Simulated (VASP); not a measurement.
Write the native input for VASP 6.6.1 that does the following.

```yaml
Task: relaxation of cell and atoms
Functional: PBE
Potentials_or_basis: VASP PAW PBE potentials, release 64 (Rb_sv, Cd, S)
Cutoff: 600 eV
k_mesh: 2 × 2 × 2
Occupations: gaussian, width 0.15 eV
Spin: no spin polarisation
Dipole_correction: no
Further_INCAR_settings: ALGO = Normal; EDIFF = 1e-06; IBRION = 2; EDIFFG = -0.08; NSW = 36; ISIF = 3
```

The structure of Rb4CdS3 lies in POSCAR:

```
Rb4CdS3
1.0
   -4.1513555900      4.1513555900      4.1513555900
    4.1513555900     -4.1513555900      4.1513555900
    4.1513555900      4.1513555900     -4.1513555900
Rb Cd S
4 1 3
Direct
    0.6637862300      0.6637862300      0.6637862300
    0.3362137700      0.0000000000      0.0000000000
    0.0000000000      0.3362137700      0.0000000000
    0.0000000000      0.0000000000      0.3362137700
    0.0000000000      0.0000000000      0.0000000000
    0.5000000000      0.5000000000      0.0000000000
    0.5000000000      0.0000000000      0.5000000000
    0.0000000000      0.5000000000      0.5000000000
```

The cell was built from a structure type or drawn by symmetry, and may not be a known phase.

The input as run:

INCAR

```
SYSTEM = Rb4CdS3
PREC = Accurate
ENCUT = 600
EDIFF = 1E-6
ISMEAR = 0
SIGMA = 0.15
LREAL = .False.
LASPH = .True.
NELM = 100
ALGO = Normal
ISIF = 3
LWAVE = .False.
LCHARG = .False.
GGA = PE
IBRION = 2
NSW = 36
EDIFFG = -0.08
```

KPOINTS

```
regular mesh
0
Gamma
  2 2 2
  0 0 0
```

Potentials or basis: VASP PAW PBE potentials, release 64 (Rb_sv, Cd, S).

Command:

```bash
$ cat potpaw_PBE.64/Rb_sv/POTCAR potpaw_PBE.64/Cd/POTCAR potpaw_PBE.64/S/POTCAR > POTCAR
$ mpirun -np 1 vasp_std > vasp.out
```

It gave:

- Relaxed volume: 33.82 Å³/atom
- Relaxed cell: a = 7.057 Å, b = 7.057 Å, c = 7.057 Å, α = 109.47°, β = 109.47°, γ = 109.47°
- Space group after relaxing (to 0.1 Å): Im-3m (No. 229)
- Energy gained by relaxing: 1102.0 meV/atom
- Ionic steps: 18
- Pressure after relaxing: 0.1 GPa
- Largest force after relaxing: 0.015 eV/Å
- Band gap on the k mesh: zero (bands 33 and 34 overlap by 0.19 eV)

Caveat: the k points lie up to 0.55 Å⁻¹ apart in the final cell.

Run time: 17 min on 1 thread of AMD EPYC 7R13 Processor (Zen 3) (shared host), peak memory 0.51 GiB.
